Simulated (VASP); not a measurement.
# MgO (R-3m) in VASP: a series of runs

Runs on MgO. Level: r2SCAN. Tasks: single point.

Program: VASP 6.6.1. These are calculated values, not measurements. Logs are shortened: lines on timing, memory, paths and dates and some standing lists are left out, and cuts for length are marked.

## 1. The cell of the first run

Symmetry: R-3m, No. 166, trigonal system. The conventional cell has a = 2.842 Å, b = 2.842 Å, c = 8.352 Å, α = 90.00°, β = 90.00°, γ = 120.00°. Within 2.8 Å of Mg (site symmetry -3m) lie 6 O at 2.15 Å. Within 2.8 Å of O (site symmetry -3m) lie 6 Mg at 2.15 Å.

## 2. Single point, r2SCAN

Contents of POSCAR:

```
MgO
1.0
    0.2679004103      2.2771534873      2.2771534873
    2.2771534873      0.2679004103      2.2771534873
    2.2771534873      2.2771534873      0.2679004103
Mg O
1 1
Direct
    0.0000000000      0.0000000000      0.0000000000
    0.5000000000      0.5000000000      0.5000000000
```

Contents of INCAR.step1:

```
SYSTEM = MgO
ALGO     = Normal         ! electronic algorithm
EDIFF    = 1E-4           ! SCF threshold, eV
ENCUT    = 520            ! plane-wave cutoff, eV
GGA      = PE             ! functional
ISMEAR   = 0              ! smearing method
LASPH    = .TRUE.         ! aspherical terms in the spheres
LCHARG   = .FALSE.        ! write CHGCAR
LREAL    = .FALSE.        ! projectors in reciprocal space
LWAVE    = .TRUE.         ! write WAVECAR
NBANDS   = 11             ! bands
NELM     = 60             ! most SCF steps
PREC     = Accurate       ! precision mode
SIGMA    = 0.05           ! smearing width, eV
```

Contents of INCAR.step2:

```
SYSTEM = MgO
ALGO     = Normal         ! electronic algorithm
EDIFF    = 1E-6           ! SCF threshold, eV
ENCUT    = 520            ! plane-wave cutoff, eV
ISIF     = 2              ! what is computed and relaxed
ISMEAR   = 0              ! smearing method
ISTART   = 1            
LASPH    = .TRUE.         ! aspherical terms in the spheres
LCHARG   = .FALSE.        ! write CHGCAR
LMIXTAU  = .TRUE.       
LREAL    = .FALSE.        ! projectors in reciprocal space
LWAVE    = .FALSE.        ! write WAVECAR
METAGGA  = R2SCAN         ! meta-GGA
NBANDS   = 11             ! bands
NELM     = 60             ! most SCF steps
PREC     = Accurate       ! precision mode
SIGMA    = 0.05           ! smearing width, eV
```

Contents of KPOINTS:

```
k-points
0
G
  10 10 10
  0 0 0
```

Potentials or basis: VASP PAW PBE potentials, release 64 (Mg, O).

Launch:

```
$ cat potpaw_PBE.64/Mg/POTCAR potpaw_PBE.64/O/POTCAR > POTCAR
$ cp INCAR.step1 INCAR
$ mpirun -np 1 vasp_std > vasp.out
$ cp INCAR.step2 INCAR
$ mpirun -np 1 vasp_std > vasp.out
```

OUTCAR:

```text
SYSTEM = MgO
   EDIFF = 1E-6
   ENCUT = 520
   ISIF = 2
   ISMEAR = 0
   ISTART = 1
   LASPH = .TRUE.
   LREAL = .FALSE.
   METAGGA = R2SCAN
   NELM = 60
   PREC = Accurate

 ion  position               nearest neighbor table
   1  0.000  0.000  0.000-   2 2.15   2 2.15   2 2.15   2 2.15   2 2.15   2 2.15
   2  0.500  0.500  0.500-   1 2.15   1 2.15   1 2.15   1 2.15   1 2.15   1 2.15

  LATTYP: Found a trigonal (rhomboedric) cell.
 ALAT       =     3.2315053209
 COS(alpha) =     0.6134020619

  Lattice vectors:

 A1 = (   0.2679004103,   2.2771534873,   2.2771534873)
 A2 = (   2.2771534873,   0.2679004103,   2.2771534873)
 A3 = (   2.2771534873,   2.2771534873,   0.2679004103)

Analysis of symmetry for initial positions (statically):
=====================================================================
 Subroutine PRICEL returns:
 Original cell was already a primitive cell.

 Routine SETGRP: Setting up the symmetry group for a
 trigonal (rhombohedral) supercell.

 Subroutine GETGRP returns: Found 12 space group operations
 (whereof 12 operations were pure point group operations)
 out of a pool of 12 trial point group operations.

The static configuration has the point symmetry D_3d.

Analysis of symmetry for dynamics (positions and initial velocities):
=====================================================================
 Subroutine PRICEL returns:
 Original cell was already a primitive cell.

 Routine SETGRP: Setting up the symmetry group for a
 trigonal (rhombohedral) supercell.

 Subroutine GETGRP returns: Found 12 space group operations
 (whereof 12 operations were pure point group operations)
 out of a pool of 12 trial point group operations.

The dynamic configuration has the point symmetry D_3d.

 Subroutine INISYM returns: Found 12 space group operations
 (whereof 12 operations are pure point group operations),
 and found     1 'primitive' translations

----------------------------------------------------------------------------------------

                                     Primitive cell

  volume of cell :      19.4677

  direct lattice vectors                    reciprocal lattice vectors
     0.267900410  2.277153487  2.277153487    -0.262673619  0.235023765  0.235023765
     2.277153487  0.267900410  2.277153487     0.235023765 -0.262673619  0.235023765
     2.277153487  2.277153487  0.267900410     0.235023765  0.235023765 -0.262673619

  length of vectors
     3.231505321  3.231505321  3.231505321     0.423638726  0.423638726  0.423638726

  position of ions in fractional coordinates (direct lattice)
     0.000000000  0.000000000  0.000000000
     0.500000000  0.500000000  0.500000000

[... 82 lines left out ...]
   ISIF   =      2    stress and relaxation
   ISYM   =      2    0-nonsym 1-usesym 2-fastsym
   POTIM  = 0.5000    time-step for ionic-motion
   TEBEG  =    0.0;   TEEND  =   0.0 temperature during run
   PSTRESS=    0.0 pullay stress
   NELECT =       8.0000    total number of electrons
   NUPDOWN=      -1.0000    fix difference up-down
   EMIN   =  10.00;   EMAX   =-10.00  energy-range for DOS
   EFERMI =   0.00;   METHOD = LEGACY
   ISMEAR =     0;   SIGMA  =   0.05  broadening in eV -4-tet -1-fermi 0-gaus
   EFERMI_NEDOS =   21; number of points for ismear=-14 and -15
   IALGO  =     38    algorithm
   IMIX   =      4    mixing-type and parameters
     AMIX     =   0.40;   BMIX     =  1.00
     AMIX_MAG =   1.60;   BMIX_MAG =  1.00
  volume/ion in A,a.u.               =       9.73        65.69
  Fermi-wavevector in a.u.,A,eV,Ry     =   1.217119  2.300022 20.155386  1.481379
  Thomas-Fermi vector in A             =   2.352450
   LORBIT       =      0    0 simple, 1 ext, 2 COOP (PROOUT), +10 PAW based schemes
   METAGGA = R2SCAN    functional components
   LHFCALC =     F    Hartree Fock is set to
   AEXX    =    0.0000 exact exchange contribution
   IVDW    =     0    specifies the selected vdW correction
   LEPSILON=     F    determine dielectric tensor
   LRPA    =     F    only Hartree local field effects (RPA)
 non-spin polarized calculation
 Gauss-broadening in eV      SIGMA  =   0.05
  energy-cutoff  :      520.00
  volume of cell :       19.47
 maximum number of plane-waves:       536
   NGX = 11   NGY = 11   NGZ = 11

 number of electron       8.0000000 magnetization

 Free energy of the ion-electron system (eV)
  ---------------------------------------------------
  ext. energy  EPLUGINS =         0.00000000
  ---------------------------------------------------
  free energy    TOTEN  =       -15.66634096 eV

  energy without entropy =      -15.66634096  energy(sigma->0) =      -15.66634096

 E-fermi :   3.5418     XC(G=0): -11.4025

 val. band max:        3.2178580458   @ k =   0.0000   0.0000   0.0000
 cond. band min:       7.0490274209   @ k =   0.0000   0.0000   0.0000
 fundamental gap:      3.8311693751
 Fermi energy:         3.5417750102

 k-point     1 :       0.0000    0.0000    0.0000
  band No.  band energies     occupation
      1     -15.3739      2.00000
      2       1.5798      2.00000
      3       3.2179      2.00000
      4       3.2179      2.00000
      5       7.0490      0.00000
      6      16.9402      0.00000
      7      20.8831      0.00000
      8      20.8831      0.00000
      9      22.1572      0.00000
     10      25.4110      0.00000
     11      25.4110      0.00000
[... 309 lines left out ...]
 k-point    24 :       0.4000    0.3000    0.0000
  band No.  band energies     occupation
      1     -14.1822      2.00000
      2      -0.7640      2.00000
      3       0.9608      2.00000
      4       2.0133      2.00000
      5      11.4492      0.00000
      6      14.2814      0.00000
      7      16.7459      0.00000
      8      21.0073      0.00000
      9      22.5056      0.00000
     10      27.4341      0.00000
     11      28.4457      0.00000

 [... further k-points ...]
[... 5 lines left out ...]
  --------------------------------------------------------------------------------------
  -------------------------------------------------------------------------------------
  Total       -0.8933118     -0.8933118     -0.8933118     -2.7443700     -2.7443700     -2.7443700
  in kB      -73.5188142    -73.5188142    -73.5188142   -225.8593534   -225.8593534   -225.8593534
  external PRESSURE =     -73.5188142 kB  Pullay stress =       0.0000000 kB

 VOLUME and BASIS-vectors are now :
 -----------------------------------------------------------------------------
  energy-cutoff  :      520.00
  volume of cell :       19.47
      direct lattice vectors                 reciprocal lattice vectors
     0.267900410  2.277153487  2.277153487    -0.262673619  0.235023765  0.235023765
     2.277153487  0.267900410  2.277153487     0.235023765 -0.262673619  0.235023765
     2.277153487  2.277153487  0.267900410     0.235023765  0.235023765 -0.262673619

 POSITION                                       TOTAL-FORCE (eV/Angst)
 -----------------------------------------------------------------------------------
      0.00000      0.00000      0.00000         0.000000      0.000000     -0.000000
      2.41110      2.41110      2.41110        -0.000000     -0.000000      0.000000
 -----------------------------------------------------------------------------------
    total drift:                               -0.000000     -0.000000      0.000000

  FREE ENERGIE OF THE ION-ELECTRON SYSTEM (eV)
  ---------------------------------------------------
  free  energy   TOTEN  =       -15.6663409567 eV

  energy  without entropy=      -15.6663409567  energy(sigma->0) =      -15.66634096
```

OUTCAR.step1:

```text
SYSTEM = MgO
   EDIFF = 1E-4
   ENCUT = 520
   GGA = PE
   ISMEAR = 0
   LASPH = .TRUE.
   LREAL = .FALSE.
[... 557 lines left out ...]
      0.00000      0.00000      0.00000         0.000000      0.000000     -0.000000
      2.41110      2.41110      2.41110        -0.000000     -0.000000      0.000000
 -----------------------------------------------------------------------------------
    total drift:                               -0.000000     -0.000000      0.000000

  FREE ENERGIE OF THE ION-ELECTRON SYSTEM (eV)
  ---------------------------------------------------
  free  energy   TOTEN  =       -11.4681843910 eV

  energy  without entropy=      -11.4681843910  energy(sigma->0) =      -11.46818439
```

OSZICAR.step1:

```text
N       E                     dE             d eps       ncg     rms          rms(c)
DAV:   1     0.142529188954E+02    0.14253E+02   -0.45382E+03  2896   0.643E+02
DAV:   2    -0.124827804889E+02   -0.26736E+02   -0.26071E+02  2949   0.134E+02
DAV:   3    -0.130951188145E+02   -0.61234E+00   -0.61185E+00  3109   0.176E+01
DAV:   4    -0.130966096635E+02   -0.14908E-02   -0.14908E-02  2780   0.992E-01
DAV:   5    -0.130966145512E+02   -0.48877E-05   -0.48877E-05  2910   0.557E-02    0.722E+00
DAV:   6    -0.115052712172E+02    0.15913E+01   -0.91899E+00  2774   0.164E+01    0.234E+00
DAV:   7    -0.114811299909E+02    0.24141E-01   -0.74580E-02  2822   0.228E+00    0.138E+00
DAV:   8    -0.114688153927E+02    0.12315E-01   -0.40596E-02  2681   0.210E+00    0.277E-01
DAV:   9    -0.114681618670E+02    0.65353E-03   -0.15298E-03  2978   0.275E-01    0.114E-01
DAV:  10    -0.114681843910E+02   -0.22524E-04   -0.29826E-04  2699   0.134E-01
   1 F= -.11468184E+02 E0= -.11468184E+02  d E =-.344258E-15
```

Run time: 45 s. Hardware: 1 thread of Intel Xeon Platinum 8559C (Emerald Rapids), shared host; peak memory 0.16 GiB.

What came out:

* Free energy: -15.6663 eV
* Pressure: -7.4 GPa
* Band gap on the k mesh: 3.83 eV, direct

Caveat: the PAW data sets were made with another functional, which shifts forces and pressure a little.

(Continued in part 2 of 2.)
